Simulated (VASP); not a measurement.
# AlCo (P4/mmm) in VASP: notebook

The runs below take AlCo through single point, with PBE.

Everything below comes from runs of VASP 6.6.1. Logs are shortened: lines on timing, memory, paths and dates and some standing lists are left out, and cuts for length are marked.

## 1. The cell of the first run

It takes space group P4/mmm (No. 123, tetragonal). Conventional cell: a = 3.002 Å, b = 3.002 Å, c = 2.852 Å, α = 90.00°, β = 90.00°, γ = 90.00°. Within 3.4 Å of Al (site symmetry 4/mmm) lie 8 Co at 2.56 Å and 6 Al at 2.85 to 3.00 Å. Within 3.4 Å of Co (site symmetry 4/mmm) lie 8 Al at 2.56 Å and 6 Co at 2.85 to 3.00 Å.

## 2. Single point, PBE (strain +0.0525 x Voigt [1, 1, 0, 0, 0, 0])

File INCAR:

```
ALGO = Fast
EDIFF = 1E-7
ENCUT = 520
GGA = PE
ISIF = 2
ISMEAR = 0
LASPH = True
LCHARG = False
LREAL = False
LWAVE = False
NBANDS = 13
NELM = 60
PREC = Accurate
SIGMA = 0.15
```

File KPOINTS:

```
k-points
0
Gamma
  22 22 22
```

File POSCAR:

```
AlCo
1.0
    3.0016272859      0.0000000000      0.0000000000
    0.0000000000      3.0016272859      0.0000000000
    0.0000000000      0.0000000000      2.8519024094
Al Co
1 1
Direct
    0.0000000000      0.0000000000      0.0000000000
    0.5000000000      0.5000000000      0.5000000000
```

Potentials or basis: VASP PAW PBE potentials, release 64 (Al, Co).

Command:

```console
$ cat potpaw_PBE.64/Al/POTCAR potpaw_PBE.64/Co/POTCAR > POTCAR
$ mpirun -np 1 vasp_std > vasp.out
```

OUTCAR:

```text
EDIFF = 1E-7
   ENCUT = 520
   GGA = PE
   ISIF = 2
   ISMEAR = 0
   LASPH = True
   LREAL = False
   NELM = 60
   PREC = Accurate

 ion  position               nearest neighbor table
   1  0.000  0.000  0.000-   2 2.56   2 2.56   2 2.56   2 2.56   2 2.56   2 2.56   2 2.56   2 2.56

   2  0.500  0.500  0.500-   1 2.56   1 2.56   1 2.56   1 2.56   1 2.56   1 2.56   1 2.56   1 2.56

  LATTYP: Found a simple tetragonal cell.
 ALAT       =     3.0016272859
 C/A-ratio  =     0.9501187648

  Lattice vectors:

 A1 = (   3.0016272859,   0.0000000000,   0.0000000000)
 A2 = (   0.0000000000,   3.0016272859,   0.0000000000)
 A3 = (   0.0000000000,   0.0000000000,   2.8519024094)

Analysis of symmetry for initial positions (statically):
=====================================================================
 Subroutine PRICEL returns:
 Original cell was already a primitive cell.

 Routine SETGRP: Setting up the symmetry group for a
 simple tetragonal supercell.

 Subroutine GETGRP returns: Found 16 space group operations
 (whereof 16 operations were pure point group operations)
 out of a pool of 16 trial point group operations.

The static configuration has the point symmetry D_4h.

Analysis of symmetry for dynamics (positions and initial velocities):
=====================================================================
 Subroutine PRICEL returns:
 Original cell was already a primitive cell.

 Routine SETGRP: Setting up the symmetry group for a
 simple tetragonal supercell.

 Subroutine GETGRP returns: Found 16 space group operations
 (whereof 16 operations were pure point group operations)
 out of a pool of 16 trial point group operations.

The dynamic configuration has the point symmetry D_4h.

 Subroutine INISYM returns: Found 16 space group operations
 (whereof 16 operations are pure point group operations),
 and found     1 'primitive' translations

----------------------------------------------------------------------------------------

                                     Primitive cell

  volume of cell :      25.6950

  direct lattice vectors                    reciprocal lattice vectors
     3.001627286  0.000000000  0.000000000     0.333152622  0.000000000  0.000000000
     0.000000000  3.001627286  0.000000000     0.000000000  0.333152622  0.000000000
     0.000000000  0.000000000  2.851902409     0.000000000  0.000000000  0.350643134

  length of vectors
     3.001627286  3.001627286  2.851902409     0.333152622  0.333152622  0.350643134

  position of ions in fractional coordinates (direct lattice)
[... 92 lines left out ...]
   EMIN   =  10.00;   EMAX   =-10.00  energy-range for DOS
   EFERMI =   0.00;   METHOD = LEGACY
   ISMEAR =     0;   SIGMA  =   0.15  broadening in eV -4-tet -1-fermi 0-gaus
   EFERMI_NEDOS =   21; number of points for ismear=-14 and -15
   IALGO  =     68    algorithm
   IMIX   =      4    mixing-type and parameters
     AMIX     =   0.40;   BMIX     =  1.00
     AMIX_MAG =   1.60;   BMIX_MAG =  1.00
  volume/ion in A,a.u.               =      12.85        86.70
  Fermi-wavevector in a.u.,A,eV,Ry     =   1.270143  2.400222 21.949769  1.613262
  Thomas-Fermi vector in A             =   2.403146
   LORBIT       =      0    0 simple, 1 ext, 2 COOP (PROOUT), +10 PAW based schemes
   GGA     = PE    functional components
   LHFCALC =     F    Hartree Fock is set to
   AEXX    =    0.0000 exact exchange contribution
   IVDW    =     0    specifies the selected vdW correction
   LEPSILON=     F    determine dielectric tensor
   LRPA    =     F    only Hartree local field effects (RPA)
 non-spin polarized calculation
 RMM-DIIS sequential band-by-band and
 Gauss-broadening in eV      SIGMA  =   0.15
  energy-cutoff  :      520.00
  volume of cell :       25.69
 maximum number of plane-waves:       715
 NGX is ok and might be reduce to    24
   NGX = 11   NGY = 11   NGZ = 11

 number of electron      11.9999996 magnetization

 Free energy of the ion-electron system (eV)
  ---------------------------------------------------
  ext. energy  EPLUGINS =         0.00000000
  ---------------------------------------------------
  free energy    TOTEN  =       -11.84923427 eV

  energy without entropy =      -11.83520341  energy(sigma->0) =      -11.84221884

 E-fermi :   9.1775     XC(G=0): -11.7677

 val. band max:        9.1761963960   @ k =   0.4091   0.4091   0.0455
 cond. band min:       9.1782670295   @ k =   0.5000   0.1818   0.4545
 fundamental gap:      0.0020706335
 Fermi energy:         9.1774886672

 k-point     1 :       0.0000    0.0000    0.0000
  band No.  band energies     occupation
      1      -1.1488      2.00000
      2       6.6798      2.00000
      3       6.7527      2.00000
      4       8.4036      2.00000
      5       8.5817      2.00000
      6       8.5817      2.00000
      7      14.1356      0.00000
      8      14.1356      0.00000
      9      15.8946      0.00000
     10      17.3688      0.00000
     11      17.6079      0.00000
     12      22.5954      0.00000
     13      28.8799      0.00000
[... 354 lines left out ...]
  band No.  band energies     occupation
      1      -0.8688      2.00000
      2       6.6641      2.00000
      3       6.7785      2.00000
      4       8.2450      2.00000
      5       8.5203      2.00000
      6       8.5452      2.00000
      7      13.0487      0.00000
      8      13.3399      0.00000
      9      16.2593      0.00000
     10      18.3108      0.00000
     11      18.9181      0.00000
     12      23.3466      0.00000
     13      25.8920      0.00000

 [... further k-points ...]

------------------------ aborting loop because EDIFF is reached ----------------------------------------

  FORCE on cell =-STRESS in cart. coord.  units (eV):
  Direction    XX          YY          ZZ          XY          YZ          ZX
  --------------------------------------------------------------------------------------
  -------------------------------------------------------------------------------------
  Total       -2.7005335     -2.7005335     -1.5531332      0.0000000     -0.0000000      0.0000000
  in kB     -168.3883204   -168.3883204    -96.8436395      0.0000000     -0.0000000      0.0000000
  external PRESSURE =    -144.5400934 kB  Pullay stress =       0.0000000 kB

 VOLUME and BASIS-vectors are now :
 -----------------------------------------------------------------------------
  energy-cutoff  :      520.00
  volume of cell :       25.69
      direct lattice vectors                 reciprocal lattice vectors
     3.001627286  0.000000000  0.000000000     0.333152622  0.000000000  0.000000000
     0.000000000  3.001627286  0.000000000     0.000000000  0.333152622  0.000000000
     0.000000000  0.000000000  2.851902409     0.000000000  0.000000000  0.350643134

 POSITION                                       TOTAL-FORCE (eV/Angst)
 -----------------------------------------------------------------------------------
      0.00000      0.00000      0.00000         0.000000      0.000000      0.000000
      1.50081      1.50081      1.42595         0.000000      0.000000      0.000000
 -----------------------------------------------------------------------------------
    total drift:                                0.000000     -0.000000     -0.000000

  FREE ENERGIE OF THE ION-ELECTRON SYSTEM (eV)
  ---------------------------------------------------
  free  energy   TOTEN  =       -11.8492342698 eV

  energy  without entropy=      -11.8352034091  energy(sigma->0) =      -11.84221884
```

Wall time 1.8 min (1 thread of Intel Xeon 6975P-C (Granite Rapids), shared host); peak memory 0.42 GiB.

Results:

| Quantity | Value |
| --- | --- |
| Free energy | -11.8492 eV |
| Pressure | -14.5 GPa |
| Band gap on the k mesh | zero (bands 6 and 7 overlap by 2.66 eV) |

Levels at points of the mesh, in eV from the Fermi level:
```tsv
k point	band 3	band 4	band 5	band 6	band 7	band 8	band 9	band 10
(0.00, 0.00, 0.00)	-2.42	-0.77	-0.60	-0.60	4.96	4.96	6.72	8.19
(0.50, 0.00, 0.00)	-1.99	-1.55	-1.21	-0.52	0.06	8.22	9.51	10.00
(0.50, 0.50, 0.00)	-2.60	-2.60	-1.06	-1.06	-0.24	1.89	2.66	12.47
(0.00, 0.00, 0.50)	-1.91	-1.51	-1.51	-0.65	0.46	8.34	9.68	9.68
(0.50, 0.00, 0.50)	-2.43	-2.13	-1.32	-1.28	-0.12	2.37	3.06	11.28
(0.50, 0.50, 0.50)	-3.40	-0.20	-0.03	2.42	2.42	2.56	3.26	4.47
```

Caveat: the cell differs from its parent crystal (strain +0.0525 x Voigt [1, 1, 0, 0, 0, 0]); the cell stands under tension; the run has no spin polarisation, though such a crystal can be magnetic. Spin polarisation is off, so any magnetic state and its effect on volume and gap are missing.

## 3. Single point, PBE (strain +0.0600 x Voigt [1, 1, 0, 0, 0, 0])

File INCAR:

```
SYSTEM = AlCo
PREC = Accurate
ENCUT = 520
EDIFF = 1E-6
ISMEAR = 0
SIGMA = 0.15
LREAL = .False.
LASPH = .True.
NELM = 80
ALGO = Fast
ISIF = 2
LWAVE = .False.
LCHARG = .False.
GGA = PE
NBANDS = 13
```

File KPOINTS:

```
Automatic mesh
0
Gamma
  22 22 22
  0 0 0
```

File POSCAR:

```
AlCo
1.0
    3.0230165540      0.0000000000      0.0000000000
    0.0000000000      3.0230165540      0.0000000000
    0.0000000000      0.0000000000      2.8519024094
Al Co
1 1
Direct
    0.0000000000      0.0000000000      0.0000000000
    0.5000000000      0.5000000000      0.5000000000
```

Potentials or basis: VASP PAW PBE potentials, release 64 (Al, Co).

Command:

```console
$ cat potpaw_PBE.64/Al/POTCAR potpaw_PBE.64/Co/POTCAR > POTCAR
$ mpirun -np 1 vasp_std > vasp.out
```

It took 90 s on 1 thread of Intel Xeon 6975P-C (Granite Rapids), shared host; peak memory 0.42 GiB.

It converged, with:

* Free energy: -11.8088 eV
* Pressure: -16.1 GPa
* Band gap on the k mesh: zero (bands 6 and 7 overlap by 2.67 eV)

Stress tensor (GPa, compression positive):
```
-18.78   0.00   0.00
  0.00 -18.78   0.00
  0.00   0.00 -10.84
```

Levels at points of the mesh, in eV from the Fermi level:
```tsv
k point	band 2	band 3	band 4	band 5	band 6	band 7	band 8	band 9	band 10	band 11
(0.00, 0.00, 0.00)	-2.44	-2.36	-0.76	-0.56	-0.56	4.83	4.83	6.82	8.12	8.37
(0.50, 0.00, 0.00)	-6.03	-1.94	-1.53	-1.15	-0.49	0.05	8.18	9.36	9.79	11.24
(0.50, 0.50, 0.00)	-2.62	-2.59	-2.59	-1.00	-1.00	-0.24	1.82	2.56	12.43	15.33
(0.00, 0.00, 0.50)	-5.84	-1.85	-1.49	-1.49	-0.63	0.50	8.33	9.56	9.56	10.35
(0.50, 0.00, 0.50)	-2.50	-2.40	-2.06	-1.29	-1.25	-0.10	2.37	3.01	11.10	14.23
(0.50, 0.50, 0.50)	-3.32	-3.32	-0.20	-0.01	2.42	2.42	2.58	3.15	4.36	4.99
```

Caveat: the cell differs from its parent crystal (strain +0.0600 x Voigt [1, 1, 0, 0, 0, 0]); the cell stands under tension; the run has no spin polarisation, though such a crystal can be magnetic. Spin polarisation is off, so any magnetic state and its effect on volume and gap are missing.
